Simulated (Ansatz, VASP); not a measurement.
One calculation of GaP, two programs

```
Ga P
1.0
     0.00000    2.72525    2.77976
     2.72525    0.00000    2.77976
     2.72525    2.72525    0.00000
Ga P
1 1
Direct
  0.00000 0.00000 0.00000
  0.25000 0.25000 0.25000
```

Change from the starting cell: z stretched by +2 %, ions relaxed.

Alike in both runs: functional PBE; k mesh 14 × 14 × 14; occupations fermi-dirac, width 0.02 eV; no spin polarisation.

Ansatz relaxed the structure, and its values are those at the end. VASP's run is a single point on that final structure, the one shown.

|  | VASP | Ansatz |
| --- | --- | --- |
| version | VASP 6.6.1 | Ansatz 0.2.0 |
| potentials or method | VASP PAW PBE potentials, release 64 (Ga_d, P) | plane-wave PAW, scalar-relativistic |
| plane-wave cutoff (eV) | 520 | 420 |
| valence electrons in the cell | 18 | 18 |

|  | VASP | Ansatz | Ansatz less VASP |
| --- | --- | --- | --- |
| gap on the k mesh at the Fermi level (eV) | 1.53 | 1.53 | +0.001 |
| pressure (GPa) | 0.8 | 0.8 | +0.07 |

Ansatz's warnings: stress scf threshold loose.
